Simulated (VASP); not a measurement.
The system is GaP.

```
CELL_PARAMETERS angstrom
0.00000 2.72525 2.72525
2.72525 0.00000 2.72525
2.72525 2.72525 0.00000
ATOMIC_POSITIONS crystal
Ga 0.00000 0.00000 0.00000
P 0.75000 0.75000 0.75000
```

Base run:

- Program: VASP 6.6.1
- Functional: r2SCAN
- Potentials or basis: VASP PAW PBE potentials, release 64 (Ga_d, P)
- Cutoff: 520 eV
- k mesh: 12 × 12 × 12
- Occupations: fermi-dirac, width 0.08 eV
- Spin: no spin polarisation

Its results: band gap on the k mesh 1.85 eV (least direct gap 2.34 eV); pressure 0.0 GPa.

Task: The run is repeated on the same cell with these changes: functional from r2SCAN to LDA; potentials or basis from VASP PAW PBE potentials, release 64 (Ga_d, P) to VASP PAW LDA potentials, release 64 (Ga_d, P). What comes out?

Result: Band gap on the k mesh 1.44 eV (least direct gap 1.64 eV); pressure -2.6 GPa.

Caveats: the PAW data sets were made with another functional, which shifts forces and pressure a little (at least some runs).

A k mesh can miss the band edges.
